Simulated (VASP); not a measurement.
Ta: single point with PBEsol+D3(BJ)

Crystal: Ta.

```
Ta
1.0
     2.83854    0.00000    0.00000
    -1.41927    2.45825    0.00000
     0.00000    0.00000    5.03043
Ta
2
Direct
  0.66667 0.33333 0.75000
  0.33333 0.66667 0.25000
```

This isn't the form of Ta at room conditions, which is bcc.

| Item | Value |
| --- | --- |
| Program | VASP 6.6.1 |
| Task | single point |
| Functional | PBEsol |
| Dispersion | D3(BJ) |
| Potentials or basis | VASP PAW PBE potentials, release 64 (Ta_pv) |
| Cutoff | 500 eV |
| k mesh | 13 × 13 × 7 |
| Occupations | fermi-dirac, width 0.1 eV |
| Spin | no spin polarisation |
| Dipole correction | no |
| Further INCAR settings | ALGO = Normal; EDIFF = 1e-06; NBANDS = 18 |

```yaml
Pressure: 0.2 GPa
Band_gap_on_the_k_mesh: zero (bands 11 and 12 overlap by 1.84 eV)
Dispersion_energy_per_atom: -0.747 eV
```

Levels at points of the mesh, in eV from the Fermi level:
```tsv
k point	band 8	band 9	band 10	band 11	band 12	band 13	band 14	band 15
(0.00, 0.00, 0.00)	-5.13	-0.60	0.16	0.58	0.58	1.22	1.22	3.13
```

It took 21 s on 1 thread of Intel(R) Xeon(R) Platinum 8488C (Sapphire Rapids) (shared host), peak memory 0.19 GiB.

Caveat: the PAW data sets were made with another functional, which shifts forces and pressure a little; spin-orbit coupling is left out, which moves the levels of the heavy elements.
